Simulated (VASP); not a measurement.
# MoS2 (P6_3/mmc) in VASP: single point with r2SCAN

Aim: the single point of MoS2 with r2SCAN.

Program: VASP 6.6.1. These are calculated values, not measurements. Logs are shortened: lines on timing, memory, paths and dates and some standing lists are left out, and cuts for length are marked.

## (1) The cell of the first run

It takes space group P6_3/mmc (No. 194, hexagonal). Conventional cell: a = 3.184 Å, b = 3.184 Å, c = 12.990 Å, α = 90.00°, β = 90.00°, γ = 120.00°. Within 3.2 Å of Mo (site symmetry -6m2) lie 6 S at 2.41 Å and 6 Mo at 3.18 Å. S (site symmetry 3m) has 3 Mo at 2.41 Å and 7 S at 3.11 to 3.18 Å within 3.2 Å.

## (2) Single point, r2SCAN

Contents of POSCAR:

```
MoS2
1.0
   -1.5921336861     -8.2729693505      0.0000000000
    7.9606684653      2.7576564569      0.0000000000
    0.0000000000      0.0000000000     12.9903970672
Mo S
14 28
Direct
    0.6666666667      0.3333333333      0.2500000000
    0.8095238095      0.7619047619      0.2500000000
    0.3809523810      0.4761904762      0.2500000000
    0.9523809524      0.1904761905      0.2500000000
    0.5238095238      0.9047619048      0.2500000000
    0.0952380952      0.6190476190      0.2500000000
    0.2380952381      0.0476190476      0.2500000000
    0.4761904762      0.0952380952      0.7500000000
    0.6190476190      0.5238095238      0.7500000000
    0.1904761905      0.2380952381      0.7500000000
    0.7619047619      0.9523809524      0.7500000000
    0.3333333333      0.6666666667      0.7500000000
    0.9047619048      0.3809523810      0.7500000000
    0.0476190476      0.8095238095      0.7500000000
    0.6666666667      0.3333333333      0.6304739450
    0.8095238095      0.7619047619      0.6304739450
    0.3809523810      0.4761904762      0.6304739450
    0.9523809524      0.1904761905      0.6304739450
    0.5238095238      0.9047619048      0.6304739450
    0.0952380952      0.6190476190      0.6304739450
    0.2380952381      0.0476190476      0.6304739450
    0.4761904762      0.0952380952      0.3695260550
    0.6190476190      0.5238095238      0.3695260550
    0.1904761905      0.2380952381      0.3695260550
    0.7619047619      0.9523809524      0.3695260550
    0.3333333333      0.6666666667      0.3695260550
    0.9047619048      0.3809523810      0.3695260550
    0.0476190476      0.8095238095      0.3695260550
    0.6666666667      0.3333333333      0.8695260550
    0.8095238095      0.7619047619      0.8695260550
    0.3809523810      0.4761904762      0.8695260550
    0.9523809524      0.1904761905      0.8695260550
    0.5238095238      0.9047619048      0.8695260550
    0.0952380952      0.6190476190      0.8695260550
    0.2380952381      0.0476190476      0.8695260550
    0.4761904762      0.0952380952      0.1304739450
    0.6190476190      0.5238095238      0.1304739450
    0.1904761905      0.2380952381      0.1304739450
    0.7619047619      0.9523809524      0.1304739450
    0.3333333333      0.6666666667      0.1304739450
    0.9047619048      0.3809523810      0.1304739450
    0.0476190476      0.8095238095      0.1304739450
```

Contents of INCAR.step1:

```
PREC = Accurate
ENCUT = 550
ISMEAR = 0
SIGMA = 0.01
LREAL = Auto
LASPH = True
NELM = 120
NBANDS = 209
GGA = PE
ALGO = Normal
EDIFF = 1E-5
LWAVE = True
LCHARG = False
GGA_COMPAT = False
KPAR = 2
NCORE = 2
```

Contents of INCAR.step2:

```
PREC = Accurate
ENCUT = 550
EDIFF = 1E-6
ISMEAR = 0
SIGMA = 0.01
LREAL = Auto
LASPH = True
NELM = 120
ALGO = Normal
ISIF = 2
LWAVE = False
LCHARG = False
METAGGA = R2SCAN
LMIXTAU = True
NBANDS = 209
ISTART = 1
GGA_COMPAT = False
KPAR = 2
NCORE = 2
```

Contents of KPOINTS:

```
regular mesh
0
Gamma
  2 2 2
```

Potentials or basis: VASP PAW PBE potentials, release 64 (Mo_sv, S).

Run with:

```sh
cat potpaw_PBE.64/Mo_sv/POTCAR potpaw_PBE.64/S/POTCAR > POTCAR
cp INCAR.step1 INCAR
mpirun -np 4 vasp_std > vasp.out
cp INCAR.step2 INCAR
mpirun -np 4 vasp_std > vasp.out
```

OUTCAR:

```text
PREC = Accurate
   ENCUT = 550
   EDIFF = 1E-6
   ISMEAR = 0
   LREAL = Auto
   LASPH = True
   NELM = 120
   ISIF = 2
   METAGGA = R2SCAN
   ISTART = 1

 ion  position               nearest neighbor table
   1  0.667  0.333  0.250-  27 2.41  41 2.41  36 2.41  22 2.41  37 2.41  23 2.41   5 3.18   6 3.18
                             4 3.18   7 3.18   3 3.18   2 3.18
   2  0.810  0.762  0.250-  23 2.41  37 2.41  28 2.41  42 2.41  39 2.41  25 2.41   3 3.18   7 3.18
                             4 3.18   6 3.18   5 3.18   1 3.18
   3  0.381  0.476  0.250-  23 2.41  37 2.41  24 2.41  38 2.41  26 2.41  40 2.41   2 3.18   4 3.18
                             7 3.18   1 3.18   5 3.18   6 3.18
   4  0.952  0.190  0.250-  25 2.41  39 2.41  38 2.41  24 2.41  27 2.41  41 2.41   6 3.18   1 3.18
                             5 3.18   3 3.18   2 3.18   7 3.18
   5  0.524  0.905  0.250-  22 2.41  36 2.41  26 2.41  40 2.41  39 2.41  25 2.41   1 3.18   7 3.18
                             4 3.18   2 3.18   6 3.18   3 3.18
   6  0.095  0.619  0.250-  27 2.41  41 2.41  40 2.41  26 2.41  28 2.41  42 2.41   1 3.18   4 3.18
                             7 3.18   2 3.18   5 3.18   3 3.18
   7  0.238  0.048  0.250-  28 2.41  42 2.41  36 2.41  22 2.41  38 2.41  24 2.41   5 3.18   1 3.18
                             2 3.18   3 3.18   6 3.18   4 3.18
   8  0.476  0.095  0.750-  19 2.41  33 2.41  29 2.41  15 2.41  21 2.41  35 2.41  12 3.18  11 3.18
                            14 3.18  10 3.18  13 3.18   9 3.18
   9  0.619  0.524  0.750-  17 2.41  31 2.41  30 2.41  16 2.41  15 2.41  29 2.41  10 3.18  14 3.18
[... 46 lines left out ...]
 A1 = (  -1.5921336861,  -8.2729693505,   0.0000000000)
 A2 = (   7.9606684653,   2.7576564569,   0.0000000000)
 A3 = (   0.0000000000,   0.0000000000,  12.9903970672)

Analysis of symmetry for initial positions (statically):
=====================================================================
 Subroutine PRICEL returns following result:

  LATTYP: Found a hexagonal cell.
 ALAT       =     3.1842673873
 C/A-ratio  =     4.0795559817

  Lattice vectors:

 A1 = (   3.1842673873,   0.0000000026,   0.0000000000)
 A2 = (  -1.5921336965,   2.7576564491,   0.0000000000)
 A3 = (   0.0000000000,   0.0000000000,  12.9903970672)

   7 primitive cells build up your supercell.

 Routine SETGRP: Setting up the symmetry group for a
 hexagonal supercell.

 Subroutine GETGRP returns: Found 12 space group operations
 (whereof  6 operations were pure point group operations)
 out of a pool of 24 trial point group operations.

The static configuration has the point symmetry S_6 .
 The point group associated with its full space group is C_6h.

Analysis of symmetry for dynamics (positions and initial velocities):
=====================================================================
 Subroutine PRICEL returns following result:
[... 119 lines left out ...]
   NELECT =     364.0000    total number of electrons
   NUPDOWN=      -1.0000    fix difference up-down
   EMIN   =  10.00;   EMAX   =-10.00  energy-range for DOS
   EFERMI =   0.00;   METHOD = LEGACY
   ISMEAR =     0;   SIGMA  =   0.01  broadening in eV -4-tet -1-fermi 0-gaus
   EFERMI_NEDOS =   21; number of points for ismear=-14 and -15
   IALGO  =     38    algorithm
   IMIX   =      4    mixing-type and parameters
     AMIX     =   0.40;   BMIX     =  1.00
     AMIX_MAG =   1.60;   BMIX_MAG =  1.00
  volume/ion in A,a.u.               =      19.01       128.30
  Fermi-wavevector in a.u.,A,eV,Ry     =   1.259946  2.380953 21.598755  1.587464
  Thomas-Fermi vector in A             =   2.393480
   LORBIT       =      0    0 simple, 1 ext, 2 COOP (PROOUT), +10 PAW based schemes
   METAGGA = R2SCAN    functional components
   LHFCALC =     F    Hartree Fock is set to
   AEXX    =    0.0000 exact exchange contribution
   IVDW    =     0    specifies the selected vdW correction
   LEPSILON=     F    determine dielectric tensor
   LRPA    =     F    only Hartree local field effects (RPA)
 non-spin polarized calculation
 Gauss-broadening in eV      SIGMA  =   0.01
  energy-cutoff  :      550.00
  volume of cell :      798.49
 maximum number of plane-waves:     23460
   NGX = 33   NGY = 33   NGZ = 49

 number of electron     363.9999992 magnetization

 Free energy of the ion-electron system (eV)
  ---------------------------------------------------
  ext. energy  EPLUGINS =         0.00000000
  ---------------------------------------------------
  free energy    TOTEN  =      -630.57119282 eV

  energy without entropy =     -630.57119282  energy(sigma->0) =     -630.57119282

 E-fermi :   6.6493     XC(G=0): -11.0392

 val. band max:        6.4666476511   @ k =   0.0000   0.0000   0.0000
 cond. band min:       7.9427942802   @ k =   0.0000   0.0000   0.0000
 fundamental gap:      1.4761466291
 Fermi energy:         6.6492590207

 k-point     1 :       0.0000    0.0000    0.0000
  band No.  band energies     occupation
      1     -56.9063      2.00000
      2     -56.9062      2.00000
      3     -56.8701      2.00000
      4     -56.8701      2.00000
      5     -56.8701      2.00000
      6     -56.8701      2.00000
[... 777 lines left out ...]
    193       8.2970      0.00000
    194       8.2970      0.00000
 [bands above 194 left out]

------------------------ aborting loop because EDIFF is reached ----------------------------------------

  FORCE on cell =-STRESS in cart. coord.  units (eV):
  Direction    XX          YY          ZZ          XY          YZ          ZX
  --------------------------------------------------------------------------------------
  -------------------------------------------------------------------------------------
  Total        0.5180458      0.5180458      0.0062529     -0.0000001     -0.0000000     -0.0000000
  in kB        1.0394619      1.0394619      0.0125464     -0.0000001     -0.0000000     -0.0000000
  external PRESSURE =       0.6971567 kB  Pullay stress =       0.0000000 kB

 VOLUME and BASIS-vectors are now :
 -----------------------------------------------------------------------------
  energy-cutoff  :      550.00
  volume of cell :      798.49
      direct lattice vectors                 reciprocal lattice vectors
    -1.592133686 -8.272969351  0.000000000     0.044863426 -0.129509554  0.000000000
     7.960668465  2.757656457  0.000000000     0.134590277 -0.025901911  0.000000000
     0.000000000  0.000000000 12.990397067     0.000000000  0.000000000  0.076979941

 POSITION                                       TOTAL-FORCE (eV/Angst)
 -----------------------------------------------------------------------------------
      1.59213     -4.59609      3.24760        -0.000000     -0.000000      0.000000
      4.77640     -4.59609      3.24760        -0.000000      0.000000      0.000000
      3.18427     -1.83844      3.24760        -0.000000     -0.000000      0.000000
      0.00000     -7.35375      3.24760        -0.000000     -0.000000      0.000000
      6.36853     -1.83844      3.24760         0.000000     -0.000000      0.000000
      4.77640      0.91922      3.24760        -0.000000      0.000000      0.000000
[... 34 lines left out ...]
      1.59213     -6.43453      1.69491         0.000000     -0.000000     -0.008231
      6.36853      1.83844      1.69491         0.000000     -0.000000     -0.008231
 -----------------------------------------------------------------------------------
    total drift:                                0.000000     -0.000000      0.000000

  FREE ENERGIE OF THE ION-ELECTRON SYSTEM (eV)
  ---------------------------------------------------
  free  energy   TOTEN  =      -630.5711928196 eV

  energy  without entropy=     -630.5711928196  energy(sigma->0) =     -630.57119282
```

It took 8 min on 4 MPI ranks of AMD EPYC 9R45 (Zen 5), shared host; peak memory 0.68 GiB.

What came out:

| Quantity | Value |
| --- | --- |
| Free energy | -630.5712 eV |
| Pressure | 0.1 GPa |
| Largest force | 0.008 eV/Å |
| Band gap on the k mesh | 1.48 eV |

Forces on the atoms (eV/Å):
```
Mo   0.000  0.000  0.000
Mo   0.000  0.000  0.000
Mo   0.000  0.000  0.000
Mo   0.000  0.000  0.000
Mo   0.000  0.000  0.000
Mo   0.000  0.000  0.000
Mo   0.000  0.000  0.000
Mo   0.000  0.000  0.000
Mo   0.000  0.000  0.000
Mo   0.000  0.000  0.000
Mo   0.000  0.000  0.000
Mo   0.000  0.000  0.000
Mo   0.000  0.000  0.000
Mo   0.000  0.000  0.000
S    0.000  0.000 -0.008
S    0.000  0.000 -0.008
S    0.000  0.000 -0.008
S    0.000  0.000 -0.008
S    0.000  0.000 -0.008
S    0.000  0.000 -0.008
S    0.000  0.000 -0.008
S    0.000  0.000  0.008
S    0.000  0.000  0.008
S    0.000  0.000  0.008
S    0.000  0.000  0.008
S    0.000  0.000  0.008
S    0.000  0.000  0.008
S    0.000  0.000  0.008
S    0.000  0.000  0.008
S    0.000  0.000  0.008
S    0.000  0.000  0.008
S    0.000  0.000  0.008
S    0.000  0.000  0.008
S    0.000  0.000  0.008
S    0.000  0.000  0.008
S    0.000  0.000 -0.008
S    0.000  0.000 -0.008
S    0.000  0.000 -0.008
S    0.000  0.000 -0.008
S    0.000  0.000 -0.008
S    0.000  0.000 -0.008
S    0.000  0.000 -0.008
```

Stress tensor (GPa, compression positive):
```
0.10 0.00 0.00
0.00 0.10 0.00
0.00 0.00 0.00
```

Caveat: the k points lie up to 0.43 Å⁻¹ apart; the PAW data sets were made with another functional, which shifts forces and pressure a little. A k mesh can miss the band edges.
